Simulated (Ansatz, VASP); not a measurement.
Two plane-wave programs on CdF2

File INCAR:

```
SYSTEM = CdF2
  PREC = Accurate
  ENCUT = 520
  EDIFF = 1E-8
  ISMEAR = -1
  SIGMA = 0.02
  LREAL = .FALSE.
  LASPH = .TRUE.
  NELM = 100
  ALGO = Normal
  ISIF = 2
  LWAVE = .FALSE.
  LCHARG = .FALSE.
  LEFG = .TRUE.
  NBANDS = 20
```

The input KPOINTS:

```
Automatic mesh
0
G
  8 8 8
  0 0 0
```

Contents of POSCAR:

```
CdF2
1.0
    0.0000000000      2.6759189183      2.6759189183
    2.6759189183      0.0000000000      2.6759189183
    2.6759189183      2.6759189183      0.0000000000
Cd F
1 2
Direct
    0.0000000000      0.0000000000      0.0000000000
    0.2500000000      0.2500000000      0.2500000000
    0.7500000000      0.7500000000      0.7500000000
```

Input for Ansatz:

```yaml
crystal:
  lattice:
    - [0.0, 2.6759189183, 2.6759189183]
    - [2.6759189183, 0.0, 2.6759189183]
    - [2.6759189183, 2.6759189183, 0.0]
  atoms:
    - { symbol: Cd, position: [0.0, 0.0, 0.0] }
    - { symbol: F, position: [0.25, 0.25, 0.25] }
    - { symbol: F, position: [0.75, 0.75, 0.75] }
kpoints:
  mp_grid: { grid: [8, 8, 8] }
scf:
  occupations: { method: fermi_dirac, width: 0.02 }
hamiltonian:
  xc: lda
  pseudopotentials: { kind: paw }
output:
  forces: true
  stress: true
  eigenvalues: true
  efg: { contact_densities: true }
  write_density: true
  write_potential: true
  elf: true
  volumetric_format: npy
```

Change from the starting cell: volume scaled by 0.98, PAW files.

Alike in both runs: task electric field gradients; functional LDA; k mesh 8 × 8 × 8; occupations fermi-dirac, width 0.02 eV; no spin polarisation.

```csv
,VASP,Ansatz
version,VASP 6.6.1,Ansatz 0.2.0
potentials or method,"VASP PAW LDA potentials, release 64 (Cd, F)","PAW with Ansatz's default frozen-core files, scalar-relativistic"
plane-wave cutoff (eV),520,420
valence electrons in the cell,26,34
```

Ansatz gave:

- gap on the k mesh at the Fermi level (eV): 2.88
- pressure (GPa): -3.6

Problem. Estimate VASP's values.

Solution. gap on the k mesh at the Fermi level (eV): 2.87; pressure (GPa): -2.5.

LDA's correlation is that of Perdew and Zunger in VASP and of Perdew and Wang (1992) in Ansatz. VASP's potentials hold 26 valence electrons a cell and Ansatz's 34, so a difference there can come from the potentials and not from the codes.
